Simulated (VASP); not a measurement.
# Zn (Fm-3m) in VASP: settings compared

The runs below take Zn through single point, with PBEsol, r2SCAN+rVV10, LDA, PBE.

All numbers are computed with VASP 6.6.1; they aren't measurements. Logs are shortened: lines on timing, memory, paths and dates and some standing lists are left out, and cuts for length are marked.

**1. The cell of the first run**

It takes space group Fm-3m (No. 225, cubic). The conventional cell has a = 3.930 Å, b = 3.930 Å, c = 3.930 Å, α = 90.00°, β = 90.00°, γ = 90.00°. Zn (site symmetry m-3m) has 12 Zn at 2.78 Å within 3.7 Å.

**2. Single point, PBEsol**

Contents of INCAR:

```
SYSTEM = Zn
PREC = Accurate ; ENCUT = 520
EDIFF = 1E-7 ; ISMEAR = 0
SIGMA = 0.1 ; LREAL = .FALSE.
LASPH = .TRUE. ; NELM = 60
ALGO = Normal ; ISIF = 2
LWAVE = .FALSE. ; LCHARG = .FALSE.
GGA = PS ; NBANDS = 12
```

Contents of KPOINTS:

```
regular mesh
0
G
  12 12 12
  0 0 0
```

Contents of POSCAR:

```
Zn
1.0
    0.0000000000      1.9647760000      1.9647760000
    1.9647760000      0.0000000000      1.9647760000
    1.9647760000      1.9647760000      0.0000000000
Zn
1
Direct
    0.0000000000      0.0000000000      0.0000000000
```

Potentials or basis: VASP PAW PBE potentials, release 64 (Zn).

Started as:

```bash
$ cat potpaw_PBE.64/Zn/POTCAR > POTCAR
$ mpirun -np 1 vasp_std > vasp.out
```

OUTCAR:

```text
SYSTEM = Zn
   PREC = Accurate
   ENCUT = 520
   EDIFF = 1E-7
   ISMEAR = 0
   LREAL = .FALSE.
   LASPH = .TRUE.
   NELM = 60
   ISIF = 2
   GGA = PS

 ion  position               nearest neighbor table
   1  0.000  0.000  0.000-

  LATTYP: Found a face centered cubic cell.
 ALAT       =     3.9295520000

  Lattice vectors:

 A1 = (   0.0000000000,   1.9647760000,   1.9647760000)
 A2 = (   1.9647760000,   0.0000000000,   1.9647760000)
 A3 = (   1.9647760000,   1.9647760000,   0.0000000000)

Analysis of symmetry for initial positions (statically):
=====================================================================
 Subroutine PRICEL returns:
 Original cell was already a primitive cell.

 Routine SETGRP: Setting up the symmetry group for a
 face centered cubic supercell.

 Subroutine GETGRP returns: Found 48 space group operations
 (whereof 48 operations were pure point group operations)
 out of a pool of 48 trial point group operations.

The static configuration has the point symmetry O_h .

Analysis of symmetry for dynamics (positions and initial velocities):
=====================================================================
 Subroutine PRICEL returns:
 Original cell was already a primitive cell.

 Routine SETGRP: Setting up the symmetry group for a
 face centered cubic supercell.

 Subroutine GETGRP returns: Found 48 space group operations
 (whereof 48 operations were pure point group operations)
 out of a pool of 48 trial point group operations.

The dynamic configuration has the point symmetry O_h .

 Subroutine INISYM returns: Found 48 space group operations
 (whereof 48 operations are pure point group operations),
 and found     1 'primitive' translations

----------------------------------------------------------------------------------------

                                     Primitive cell

  volume of cell :      15.1694

  direct lattice vectors                    reciprocal lattice vectors
     0.000000000  1.964776000  1.964776000    -0.254481936  0.254481936  0.254481936
     1.964776000  0.000000000  1.964776000     0.254481936 -0.254481936  0.254481936
     1.964776000  1.964776000  0.000000000     0.254481936  0.254481936 -0.254481936

  length of vectors
     2.778612866  2.778612866  2.778612866     0.440775643  0.440775643  0.440775643

  position of ions in fractional coordinates (direct lattice)
     0.000000000  0.000000000  0.000000000

  ion indices of the primitive-cell ions
   primitive index   ion index
                 1           1

----------------------------------------------------------------------------------------

 KPOINTS: regular mesh

Automatic generation of k-mesh.
 Grid dimensions read from file:
 generate k-points for:   12   12   12

 Generating k-lattice:

  Cartesian coordinates                     Fractional coordinates (reciprocal lattice)
    -0.021206828  0.021206828  0.021206828     0.083333333  0.000000000  0.000000000
     0.021206828 -0.021206828  0.021206828     0.000000000  0.083333333  0.000000000
     0.021206828  0.021206828 -0.021206828     0.000000000  0.000000000  0.083333333

  Length of vectors
     0.036731304  0.036731304  0.036731304

  Shift w.r.t. Gamma in fractional coordinates (k-lattice)
     0.000000000  0.000000000  0.000000000

 Subroutine IBZKPT returns following result:
 ===========================================

 Found     72 irreducible k-points:

 Following reciprocal coordinates:
            Coordinates               Weight
  0.000000  0.000000  0.000000      1.000000
  0.083333  0.000000  0.000000      8.000000
  0.166667  0.000000  0.000000      8.000000
  0.250000  0.000000  0.000000      8.000000
  0.333333  0.000000  0.000000      8.000000
  0.416667  0.000000  0.000000      8.000000
[... 16 lines left out ...]
  0.500000  0.166667  0.000000     24.000000
 -0.416667  0.166667  0.000000     24.000000
 [... further k-points ...]
   k-points           NKPTS =     72   k-points in BZ     NKDIM =     72   number of bands    NBANDS=     12
   number of dos      NEDOS =    301   number of ions     NIONS =      1
   total plane-waves  NPLWV =  13824
   dimension x,y,z NGX =    24 NGY =   24 NGZ =   24
   dimension x,y,z NGXF=    48 NGYF=   48 NGZF=   48
   ions per type =               1
   NGX,Y,Z   is equivalent  to a cutoff of  14.36, 14.36, 14.36 a.u.
   NGXF,Y,Z  is equivalent  to a cutoff of  28.72, 28.72, 28.72 a.u.
 SYSTEM =  Zn
   PREC   = accura    normal or accurate (medium, high low for compatibility)
   ISTART =      0    job   : 0-new  1-cont  2-samecut
   ICHARG =      2    charge: 1-file 2-atom 10-const
   ISPIN  =      1    spin polarized calculation?
   LNONCOLLINEAR =      F non collinear calculations
   LSORBIT =      F    spin-orbit coupling
   LASPH  =      T    aspherical Exc in radial PAW
   ENCUT  =  520.0 eV  38.22 Ry    6.18 a.u.   5.17  5.17  5.17*2*pi/ulx,y,z
   NELM   =     60;   NELMIN=  2; NELMDL= -5     # of ELM steps
   EDIFF  = 0.1E-06   stopping-criterion for ELM
   LREAL  =      F    real-space projection
   EDIFFG = 0.1E-05   stopping-criterion for IOM
   NSW    =      0    number of steps for IOM
   IBRION =     -1    ionic relax: 0-MD 1-quasi-New 2-CG
   NFREE  =      0    steps in history (QN), initial steepest desc. (CG)
   ISIF   =      2    stress and relaxation
   ISYM   =      2    0-nonsym 1-usesym 2-fastsym
   POTIM  = 0.5000    time-step for ionic-motion
   TEBEG  =    0.0;   TEEND  =   0.0 temperature during run
   PSTRESS=    0.0 pullay stress
   NELECT =      12.0000    total number of electrons
   NUPDOWN=      -1.0000    fix difference up-down
   EMIN   =  10.00;   EMAX   =-10.00  energy-range for DOS
   EFERMI =   0.00;   METHOD = LEGACY
   ISMEAR =     0;   SIGMA  =   0.10  broadening in eV -4-tet -1-fermi 0-gaus
   EFERMI_NEDOS =   21; number of points for ismear=-14 and -15
   IALGO  =     38    algorithm
   IMIX   =      4    mixing-type and parameters
     AMIX     =   0.40;   BMIX     =  1.00
     AMIX_MAG =   1.60;   BMIX_MAG =  1.00
  volume/ion in A,a.u.               =      15.17       102.37
  Fermi-wavevector in a.u.,A,eV,Ry     =   1.514069  2.861175 31.190044  2.292404
  Thomas-Fermi vector in A             =   2.623775
   LORBIT       =      0    0 simple, 1 ext, 2 COOP (PROOUT), +10 PAW based schemes
   GGA     = PS    functional components
   LHFCALC =     F    Hartree Fock is set to
   AEXX    =    0.0000 exact exchange contribution
   IVDW    =     0    specifies the selected vdW correction
   LEPSILON=     F    determine dielectric tensor
   LRPA    =     F    only Hartree local field effects (RPA)
 non-spin polarized calculation
 Gauss-broadening in eV      SIGMA  =   0.10
  energy-cutoff  :      520.00
  volume of cell :       15.17
 maximum number of plane-waves:       424
 NGX is ok and might be reduce to    24
   NGX = 11   NGY = 11   NGZ = 11

 number of electron      12.0000008 magnetization

 Free energy of the ion-electron system (eV)
  ---------------------------------------------------
  ext. energy  EPLUGINS =         0.00000000
  ---------------------------------------------------
  free energy    TOTEN  =        -1.53636144 eV

  energy without entropy =       -1.53443144  energy(sigma->0) =       -1.53539644

 E-fermi :   2.8561     XC(G=0): -11.7252

 val. band max:        2.7436441463   @ k =  -0.4167   0.3333   0.0000
 cond. band min:       2.8825136590   @ k =  -0.4167   0.0833   0.0000
 fundamental gap:      0.1388695127
 Fermi energy:         2.8561337219

 k-point     1 :       0.0000    0.0000    0.0000
  band No.  band energies     occupation
      1      -7.4587      2.00000
      2      -4.6796      2.00000
      3      -4.6796      2.00000
      4      -4.6796      2.00000
      5      -4.2966      2.00000
      6      -4.2966      2.00000
      7      21.1520      0.00000
      8      21.1520      0.00000
      9      21.1520      0.00000
     10      21.8258      0.00000
     11      23.9348      0.00000
     12      23.9348      0.00000

 k-point     2 :       0.0833    0.0000    0.0000
  band No.  band energies     occupation
      1      -7.2497      2.00000
      2      -4.6961      2.00000
      3      -4.6563      2.00000
      4      -4.6563      2.00000
      5      -4.3029      2.00000
      6      -4.3029      2.00000
      7      18.0835      0.00000
      8      20.5454      0.00000
      9      20.5454      0.00000
     10      21.5707      0.00000
     11      24.8953      0.00000
     12      24.8953      0.00000

 k-point     3 :       0.1667    0.0000    0.0000
  band No.  band energies     occupation
      1      -6.6486      2.00000
      2      -4.7126      2.00000
      3      -4.6099      2.00000
      4      -4.6099      2.00000
      5      -4.3015      2.00000
      6      -4.3015      2.00000
      7      14.0279      0.00000
      8      19.6238      0.00000
      9      19.6238      0.00000
     10      21.3580      0.00000
     11      26.5464      0.00000
     12      26.5809      0.00000

 k-point     4 :       0.2500    0.0000    0.0000
  band No.  band energies     occupation
      1      -5.8411      2.00000
      2      -4.5994      2.00000
      3      -4.5994      2.00000
      4      -4.5260      2.00000
      5      -4.2438      2.00000
      6      -4.2438      2.00000
      7      10.2107      0.00000
      8      18.8968      0.00000
      9      18.8968      0.00000
     10      21.0555      0.00000
     11      24.7605      0.00000
     12      24.7605      0.00000

 k-point     5 :       0.3333    0.0000    0.0000
  band No.  band energies     occupation
      1      -5.4520      2.00000
      2      -4.6327      2.00000
      3      -4.6327      2.00000
      4      -4.1386      2.00000
      5      -4.1386      2.00000
      6      -3.4950      2.00000
      7       6.7263      0.00000
      8      18.4296      0.00000
      9      18.4296      0.00000
     10      20.7214      0.00000
     11      23.2003      0.00000
     12      23.2003      0.00000

 k-point     6 :       0.4167    0.0000    0.0000
  band No.  band energies     occupation
      1      -5.4156      2.00000
      2      -4.6693      2.00000
      3      -4.6693      2.00000
      4      -4.0471      2.00000
      5      -4.0471      2.00000
      6      -1.6968      2.00000
      7       3.6353      0.00000
      8      18.1955      0.00000
      9      18.1955      0.00000
     10      20.4554      0.00000
     11      22.1954      0.00000
     12      22.1954      0.00000

 k-point     7 :       0.5000    0.0000    0.0000
  band No.  band energies     occupation
      1      -5.4214      2.00000
      2      -4.6840      2.00000
      3      -4.6840      2.00000
      4      -4.0118      2.00000
      5      -4.0118      2.00000
      6      -0.0029      2.00000
      7       1.5254      2.00000
      8      18.1304      0.00000
      9      18.1305      0.00000
     10      20.3538      0.00000
     11      21.8439      0.00000
     12      21.8439      0.00000

 k-point     8 :       0.0833    0.0833    0.0000
  band No.  band energies     occupation
      1      -7.1801      2.00000
      2      -4.7210      2.00000
      3      -4.6379      2.00000
      4      -4.6379      2.00000
      5      -4.3331      2.00000
      6      -4.2786      2.00000
      7      19.1064      0.00000
      8      19.1064      0.00000
      9      20.1393      0.00000
     10      20.3397      0.00000
     11      25.9958      0.00000
     12      26.1966      0.00000
[... 166 lines left out ...]
 k-point    20 :       0.2500    0.1667    0.0000
  band No.  band energies     occupation
      1      -5.7611      2.00000
      2      -4.8922      2.00000
      3      -4.5240      2.00000
      4      -4.4587      2.00000
      5      -4.2301      2.00000
      6      -4.1832      2.00000
      7      13.3014      0.00000
      8      15.5300      0.00000
      9      17.7503      0.00000
     10      18.4333      0.00000
     11      20.1882      0.00000
     12      29.6899      0.00000

 k-point    21 :       0.3333    0.1667    0.0000
  band No.  band energies     occupation
      1      -5.2607      2.00000
      2      -4.8290      2.00000
      3      -4.5926      2.00000
      4      -4.4555      2.00000
      5      -4.0989      2.00000
      6      -3.5375      2.00000
      7       9.6619      0.00000
      8      14.9514      0.00000
      9      16.1493      0.00000
     10      17.6433      0.00000
     11      22.7204      0.00000
     12      28.9619      0.00000

 k-point    22 :       0.4167    0.1667    0.0000
  band No.  band energies     occupation
      1      -5.1998      2.00000
      2      -4.7343      2.00000
      3      -4.5310      2.00000
      4      -4.4885      2.00000
      5      -4.0224      2.00000
      6      -2.1009      2.00000
      7       6.3231      0.00000
      8      14.4768      0.00000
      9      14.8234      0.00000
     10      17.5387      0.00000
     11      25.5880      0.00000
     12      27.3586      0.00000

 k-point    23 :       0.5000    0.1667    0.0000
  band No.  band energies     occupation
      1      -5.2082      2.00000
      2      -4.7657      2.00000
      3      -4.5234      2.00000
      4      -4.3893      2.00000
      5      -4.0025      2.00000
      6      -0.1194      2.00000
      7       3.3719      0.00000
      8      13.1749      0.00000
      9      15.1625      0.00000
     10      17.7599      0.00000
     11      26.1407      0.00000
     12      26.9777      0.00000

 k-point    24 :      -0.4167    0.1667    0.0000
  band No.  band energies     occupation
      1      -5.1926      2.00000
      2      -4.7685      2.00000
      3      -4.5400      2.00000
      4      -4.3322      2.00000
      5      -4.0562      2.00000
      6       0.6094      2.00000
      7       2.5199      2.00000
      8      12.2819      0.00000
      9      15.9672      0.00000
     10      18.3160      0.00000
     11      25.3086      0.00000
     12      26.4181      0.00000

 [... further k-points ...]
[... 5 lines left out ...]
  --------------------------------------------------------------------------------------
  -------------------------------------------------------------------------------------
  Total       -0.4622307     -0.4622307     -0.4622307     -0.0000000     -0.0000000     -0.0000000
  in kB      -48.8202813    -48.8202813    -48.8202813     -0.0000000     -0.0000000     -0.0000000
  external PRESSURE =     -48.8202813 kB  Pullay stress =       0.0000000 kB

 VOLUME and BASIS-vectors are now :
 -----------------------------------------------------------------------------
  energy-cutoff  :      520.00
  volume of cell :       15.17
      direct lattice vectors                 reciprocal lattice vectors
     0.000000000  1.964776000  1.964776000    -0.254481936  0.254481936  0.254481936
     1.964776000  0.000000000  1.964776000     0.254481936 -0.254481936  0.254481936
     1.964776000  1.964776000  0.000000000     0.254481936  0.254481936 -0.254481936

 POSITION                                       TOTAL-FORCE (eV/Angst)
 -----------------------------------------------------------------------------------
      0.00000      0.00000      0.00000         0.000000     -0.000000      0.000000
 -----------------------------------------------------------------------------------
    total drift:                               -0.000000     -0.000000     -0.000000

  FREE ENERGIE OF THE ION-ELECTRON SYSTEM (eV)
  ---------------------------------------------------
  free  energy   TOTEN  =        -1.5363614366 eV

  energy  without entropy=       -1.5344314448  energy(sigma->0) =       -1.53539644
```

Run time: 8.9 s. Hardware: 1 thread of AMD EPYC 9R45 (Zen 5), shared host; peak memory 0.11 GiB.

What came out:

| Property | Result |
| --- | --- |
| Free energy | -1.5364 eV |
| Pressure | -4.9 GPa |
| Band gap on the k mesh | zero (band 6 reaches 5.15 eV, above the bottom of band 7 at 1.53 eV) |

Levels at points of the mesh, in eV from the Fermi level:
| k point | band 3 | band 4 | band 5 | band 6 | band 7 | band 8 | band 9 | band 10 |
| --- | --- | --- | --- | --- | --- | --- | --- | --- |
| (0.00, 0.00, 0.00) | -7.54 | -7.54 | -7.15 | -7.15 | 18.30 | 18.30 | 18.30 | 18.97 |
| (0.50, 0.00, 0.00) | -7.54 | -6.87 | -6.87 | -2.86 | -1.33 | 15.27 | 15.27 | 17.50 |
| (0.50, 0.50, 0.00) | -6.88 | -6.80 | -6.80 | -0.95 | 1.78 | 8.46 | 8.46 | 12.14 |

Caveat: the PAW data sets were made with another functional, which shifts forces and pressure a little.

(Part 1 of 2 ends here.)
